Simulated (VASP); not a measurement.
NbTe: single point with PBE

NbTe:

```
Te Nb
1.0
     3.70297    0.00000    0.00000
    -1.85149    3.20687    0.00000
     0.00000    0.00000    3.69421
Te Nb
1 1
Cartesian
  1.8515 1.0690 0.0000
  0.0000 0.0000 1.8471
```

| Property | Result |
| --- | --- |
| Program | VASP 6.6.1 |
| Task | single point |
| Functional | PBE |
| Potentials or basis | VASP PAW PBE potentials, release 64 (Te, Nb_sv) |
| Cutoff | 520 eV |
| k mesh | 8 × 8 × 7 |
| Occupations | gaussian, width 0.019 eV |
| Spin | no spin polarisation |

```yaml
Pressure: -0.8 GPa
```

Stress tensor (GPa, compression positive):
```
-1.25  0.00  0.00
 0.00 -1.25  0.00
 0.00  0.00 -0.05
```

Levels at points of the mesh, in eV from the Fermi level:
```
           k point  band 7  band 8  band 9  band 10  band 11  band 12  band 13  band 14
(0.00, 0.00, 0.00)   -3.19   -3.02   -2.38     0.10     0.10     2.41     2.41     2.82
(0.50, 0.00, 0.00)   -3.86   -2.67   -2.63    -0.23     1.19     1.46     2.99     3.78
```

Run time: 18 s on 1 thread of Intel(R) Xeon(R) Platinum 8488C (Sapphire Rapids) (shared host), peak memory 0.17 GiB.

Caveat: spin-orbit coupling is left out, which moves the levels of the heavy elements.
